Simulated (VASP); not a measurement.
# Ga2Ge3O (P6/mmm) in VASP: relaxation of cell and atoms with PBE

Aim: the relaxation of cell and atoms of Ga2Ge3O with PBE.

Everything below comes from runs of VASP 6.6.1. Logs are shortened: lines on timing, memory, paths and dates and some standing lists are left out, and cuts for length are marked.

### 1 The cell of the first run

It takes space group P6/mmm (No. 191, hexagonal). The conventional cell has a = 5.345 Å, b = 5.345 Å, c = 4.661 Å, α = 90.00°, β = 90.00°, γ = 120.00°. Within 3.7 Å of Ga (site symmetry -6m2) lie 6 Ge at 2.80 Å and 3 O at 3.09 Å and 3 Ga at 3.09 Å. Ge (site symmetry mmm) has 4 Ge at 2.67 Å and 4 Ga at 2.80 Å and 4 O at 3.55 Å within 3.6 Å. O (site symmetry 6/mmm) has 6 Ga at 3.09 Å and 12 Ge at 3.55 Å within 4.1 Å.

The cell was built from a structure type or drawn by symmetry, and may not be a known phase.

### 2 Relaxation of cell and atoms, PBE

File INCAR:

```
  ALGO = Normal
  EDIFF = 1E-6
  EDIFFG = -0.04
  ENCUT = 600
  GGA = PE
  IBRION = 2
  ISIF = 3
  ISMEAR = 0
  LASPH = T
  LCHARG = F
  LREAL = F
  LWAVE = F
  NELM = 80
  NSW = 90
  PREC = Accurate
  SIGMA = 0.1
```

File KPOINTS:

```
k-points
0
Gamma
  6 6 4
```

File POSCAR:

```
Ga2Ge3O
1.0
    5.3450046566      0.0000000000      0.0000000000
   -2.6725023283      4.6289098160      0.0000000000
    0.0000000000      0.0000000000      4.6612719411
Ga Ge O
2 3 1
Direct
    0.3333333333      0.6666666667      0.0000000000
    0.6666666667      0.3333333333      0.0000000000
    0.5000000000      0.0000000000      0.5000000000
    0.5000000000      0.5000000000      0.5000000000
    0.0000000000      0.5000000000      0.5000000000
    0.0000000000      0.0000000000      0.0000000000
```

Potentials or basis: VASP PAW PBE potentials, release 64 (Ga_d, Ge_d, O).

On the command line:

```
cat potpaw_PBE.64/Ga_d/POTCAR potpaw_PBE.64/Ge_d/POTCAR potpaw_PBE.64/O/POTCAR > POTCAR
mpirun -np 1 vasp_std > vasp.out
```

OUTCAR:

```text
EDIFF = 1E-6
   EDIFFG = -0.04
   ENCUT = 600
   GGA = PE
   IBRION = 2
   ISIF = 3
   ISMEAR = 0
   LASPH = T
   LREAL = F
   NELM = 80
   NSW = 90
   PREC = Accurate

 ion  position               nearest neighbor table
   1  0.333  0.667  0.000-   5 2.80   5 2.80   3 2.80   3 2.80   4 2.80   4 2.80
   2  0.667  0.333  0.000-   5 2.80   5 2.80   3 2.80   3 2.80   4 2.80   4 2.80
   3  0.500  0.000  0.500-   4 2.67   5 2.67   4 2.67   5 2.67   1 2.80   2 2.80   1 2.80   2 2.80

   4  0.500  0.500  0.500-   5 2.67   5 2.67   3 2.67   3 2.67   1 2.80   2 2.80   1 2.80   2 2.80

   5  0.000  0.500  0.500-   4 2.67   4 2.67   3 2.67   3 2.67   1 2.80   2 2.80   1 2.80   2 2.80

   6  0.000  0.000  0.000-

  LATTYP: Found a hexagonal cell.
 ALAT       =     5.3450046566
 C/A-ratio  =     0.8720800524

  Lattice vectors:

 A1 = (   5.3450046566,   0.0000000000,   0.0000000000)
 A2 = (  -2.6725023283,   4.6289098160,   0.0000000000)
 A3 = (   0.0000000000,   0.0000000000,   4.6612719411)

Analysis of symmetry for initial positions (statically):
=====================================================================
 Subroutine PRICEL returns:
 Original cell was already a primitive cell.

 Routine SETGRP: Setting up the symmetry group for a
 hexagonal supercell.

 Subroutine GETGRP returns: Found 24 space group operations
 (whereof 24 operations were pure point group operations)
 out of a pool of 24 trial point group operations.

The static configuration has the point symmetry D_6h.

Analysis of symmetry for dynamics (positions and initial velocities):
=====================================================================
 Subroutine PRICEL returns:
 Original cell was already a primitive cell.

 Routine SETGRP: Setting up the symmetry group for a
 hexagonal supercell.

 Subroutine GETGRP returns: Found 24 space group operations
 (whereof 24 operations were pure point group operations)
 out of a pool of 24 trial point group operations.

The dynamic configuration has the point symmetry D_6h.

 Subroutine INISYM returns: Found 24 space group operations
 (whereof 24 operations are pure point group operations),
 and found     1 'primitive' translations

----------------------------------------------------------------------------------------

                                     Primitive cell

  volume of cell :     115.3271

  direct lattice vectors                    reciprocal lattice vectors
     5.345004657  0.000000000  0.000000000     0.187090576  0.108016794  0.000000000
    -2.672502328  4.628909816  0.000000000     0.000000000  0.216033589  0.000000000
     0.000000000  0.000000000  4.661271941     0.000000000  0.000000000  0.214533718

  length of vectors
     5.345004657  5.345004657  4.661271941     0.216033589  0.216033589  0.214533718

  position of ions in fractional coordinates (direct lattice)
     0.333333333  0.666666667  0.000000000
     0.666666667  0.333333333  0.000000000
     0.500000000  0.000000000  0.500000000
     0.500000000  0.500000000  0.500000000
     1.000000000  0.500000000  0.500000000
     0.000000000  0.000000000  0.000000000

  ion indices of the primitive-cell ions
   primitive index   ion index
                 1           1
                 2           2
                 3           3
                 4           4
                 5           5
                 6           6

----------------------------------------------------------------------------------------

 KPOINTS: k-points

Automatic generation of k-mesh.
 Grid dimensions read from file:
 generate k-points for:    6    6    4

 Generating k-lattice:

  Cartesian coordinates                     Fractional coordinates (reciprocal lattice)
     0.031181763  0.018002799  0.000000000     0.166666667 -0.000000000  0.000000000
     0.000000000  0.036005598  0.000000000     0.000000000  0.166666667  0.000000000
     0.000000000  0.000000000  0.053633429     0.000000000  0.000000000  0.250000000

  Length of vectors
     0.036005598  0.036005598  0.053633429

  Shift w.r.t. Gamma in fractional coordinates (k-lattice)
     0.000000000  0.000000000  0.000000000

 Subroutine IBZKPT returns following result:
 ===========================================

 Found     21 irreducible k-points:

 Following reciprocal coordinates:
            Coordinates               Weight
  0.000000  0.000000  0.000000      1.000000
  0.166667  0.000000  0.000000      6.000000
  0.333333  0.000000  0.000000      6.000000
  0.500000  0.000000  0.000000      3.000000
  0.166667  0.166667  0.000000      6.000000
  0.333333  0.166667  0.000000     12.000000
[... 13 lines left out ...]
  0.333333  0.166667  0.500000     12.000000
  0.333333  0.333333  0.500000      2.000000
   k-points           NKPTS =     21   k-points in BZ     NKDIM =     21   number of bands    NBANDS=     44
   number of dos      NEDOS =    301   number of ions     NIONS =      6
   total plane-waves  NPLWV =  92160
   dimension x,y,z NGX =    48 NGY =   48 NGZ =   40
   dimension x,y,z NGXF=    96 NGYF=   96 NGZF=   80
   ions per type =               2   3   1
   NGX,Y,Z   is equivalent  to a cutoff of  14.93, 14.93, 14.27 a.u.
   NGXF,Y,Z  is equivalent  to a cutoff of  29.86, 29.86, 28.53 a.u.
 SYSTEM =  unknown system
   PREC   = accura    normal or accurate (medium, high low for compatibility)
   ISTART =      0    job   : 0-new  1-cont  2-samecut
   ICHARG =      2    charge: 1-file 2-atom 10-const
   ISPIN  =      1    spin polarized calculation?
   LNONCOLLINEAR =      F non collinear calculations
   LSORBIT =      F    spin-orbit coupling
   LASPH  =      T    aspherical Exc in radial PAW
   ENCUT  =  600.0 eV  44.10 Ry    6.64 a.u.  10.68 10.68  9.31*2*pi/ulx,y,z
   NELM   =     80;   NELMIN=  2; NELMDL= -5     # of ELM steps
   EDIFF  = 0.1E-05   stopping-criterion for ELM
   LREAL  =      F    real-space projection
   EDIFFG = -.4E-01   stopping-criterion for IOM
   NSW    =     90    number of steps for IOM
   IBRION =      2    ionic relax: 0-MD 1-quasi-New 2-CG
   NFREE  =      1    steps in history (QN), initial steepest desc. (CG)
   ISIF   =      3    stress and relaxation
   ISYM   =      2    0-nonsym 1-usesym 2-fastsym
   POTIM  = 0.5000    time-step for ionic-motion
   TEBEG  =    0.0;   TEEND  =   0.0 temperature during run
   PSTRESS=    0.0 pullay stress
   NELECT =      74.0000    total number of electrons
   NUPDOWN=      -1.0000    fix difference up-down
   EMIN   =  10.00;   EMAX   =-10.00  energy-range for DOS
   EFERMI =   0.00;   METHOD = LEGACY
   ISMEAR =     0;   SIGMA  =   0.10  broadening in eV -4-tet -1-fermi 0-gaus
   EFERMI_NEDOS =   21; number of points for ismear=-14 and -15
   IALGO  =     38    algorithm
   IMIX   =      4    mixing-type and parameters
     AMIX     =   0.40;   BMIX     =  1.00
     AMIX_MAG =   1.60;   BMIX_MAG =  1.00
  volume/ion in A,a.u.               =      19.22       129.71
  Fermi-wavevector in a.u.,A,eV,Ry     =   1.412023  2.668336 27.127403  1.993808
  Thomas-Fermi vector in A             =   2.533814
   LORBIT       =      0    0 simple, 1 ext, 2 COOP (PROOUT), +10 PAW based schemes
   GGA     = PE    functional components
   LHFCALC =     F    Hartree Fock is set to
   AEXX    =    0.0000 exact exchange contribution
   IVDW    =     0    specifies the selected vdW correction
   LEPSILON=     F    determine dielectric tensor
   LRPA    =     F    only Hartree local field effects (RPA)
 conjugate gradient relaxation of ions
 non-spin polarized calculation
 Gauss-broadening in eV      SIGMA  =   0.10
  energy-cutoff  :      600.00
  volume of cell :      115.33
 maximum number of plane-waves:      3895
 NGX is ok and might be reduce to    48
   NGX = 21   NGY = 21   NGZ = 19

--------------------------------------- Ionic step        1  -------------------------------------------

 number of electron      73.9999986 magnetization

 Free energy of the ion-electron system (eV)
  ---------------------------------------------------
  ext. energy  EPLUGINS =         0.00000000
  ---------------------------------------------------
  free energy    TOTEN  =       -21.35910446 eV

  energy without entropy =      -21.32643932  energy(sigma->0) =      -21.34277189

------------------------ aborting loop because EDIFF is reached ----------------------------------------

  FORCE on cell =-STRESS in cart. coord.  units (eV):
  Direction    XX          YY          ZZ          XY          YZ          ZX
  --------------------------------------------------------------------------------------
  -------------------------------------------------------------------------------------
  Total       -0.7426011     -0.7426011      1.2230696      0.0000000      0.0000000      0.0000000
  in kB      -10.3165605    -10.3165605     16.9914523      0.0000000      0.0000000      0.0000000
  external PRESSURE =      -1.2138895 kB  Pullay stress =       0.0000000 kB
[... 305 lines left out ...]
  energy  without entropy=      -21.5825111222  energy(sigma->0) =      -21.59488805

--------------------------------------- Ionic step        9  -------------------------------------------

 number of electron      74.0000003 magnetization

 Free energy of the ion-electron system (eV)
  ---------------------------------------------------
  ext. energy  EPLUGINS =         0.00000000
  ---------------------------------------------------
  free energy    TOTEN  =       -21.60998365 eV

  energy without entropy =      -21.58541703  energy(sigma->0) =      -21.59770034

 E-fermi :   4.3791     XC(G=0): -10.4207

 val. band max:        4.3287555920   @ k =   0.3333   0.3333   0.0000
 cond. band min:       4.3927803048   @ k =   0.3333   0.1667   0.2500
 fundamental gap:      0.0640247128
 Fermi energy:         4.3791414169

 k-point     1 :       0.0000    0.0000    0.0000
  band No.  band energies     occupation
      1     -20.7118      2.00000
      2     -20.6276      2.00000
      3     -20.6276      2.00000
      4     -20.5723      2.00000
      5     -20.4812      2.00000
      6     -20.4749      2.00000
[... 1009 lines left out ...]
  FREE ENERGIE OF THE ION-ELECTRON SYSTEM (eV)
  ---------------------------------------------------
  free  energy   TOTEN  =       -21.6099836480 eV

  energy  without entropy=      -21.5854170259  energy(sigma->0) =      -21.59770034

 reached required accuracy - stopping structural energy minimisation
```

Run time: 19 min. Hardware: 1 thread of Intel Xeon Platinum 8259CL at 2.50GHz (Skylake/Cascade Lake), shared host; peak memory 0.37 GiB.

Results:

* Free energy: -21.6100 eV
* Relaxed volume: 19.21 Å³/atom
* Relaxed cell: a = 5.069 Å, b = 5.069 Å, c = 5.180 Å, α = 90.00°, β = 90.00°, γ = 120.00°
* Space group after relaxing (to 0.1 Å): P6/mmm (No. 191)
* Energy gained by relaxing: 41.8 meV/atom
* Ionic steps: 9
* Pressure after relaxing: 0.2 GPa
* Band gap on the k mesh: zero (bands 37 and 38 overlap by 2.67 eV)

Step by step:
```csv
step,energy change (eV),largest force (eV/Å),pressure (GPa),volume (Å³)
1,0.0000,0.0000,-0.12,115.33
2,-0.0227,0.0000,-0.01,115.07
3,-0.1144,0.0000,0.33,114.21
4,-0.2312,0.0000,1.84,111.99
5,-0.2337,0.0000,1.56,112.34
6,-0.2479,0.0000,0.71,114.31
7,-0.2481,0.0000,0.49,114.81
8,-0.2482,0.0000,0.55,114.68
9,-0.2509,0.0000,0.22,115.29
```

Final structure:
```yaml
crystal:
  lattice:
    - [5.06931, 0.00000, 0.00000]
    - [-2.53466, 4.39016, 0.00000]
    - [0.00000, 0.00000, 5.18019]
  atoms:
    - { symbol: Ga, position: [0.33333, 0.66667, 0.00000] }
    - { symbol: Ga, position: [0.66667, 0.33333, 0.00000] }
    - { symbol: Ge, position: [0.50000, 0.00000, 0.50000] }
    - { symbol: Ge, position: [0.50000, 0.50000, 0.50000] }
    - { symbol: Ge, position: [0.00000, 0.50000, 0.50000] }
    - { symbol: O, position: [0.00000, 0.00000, 0.00000] }
```
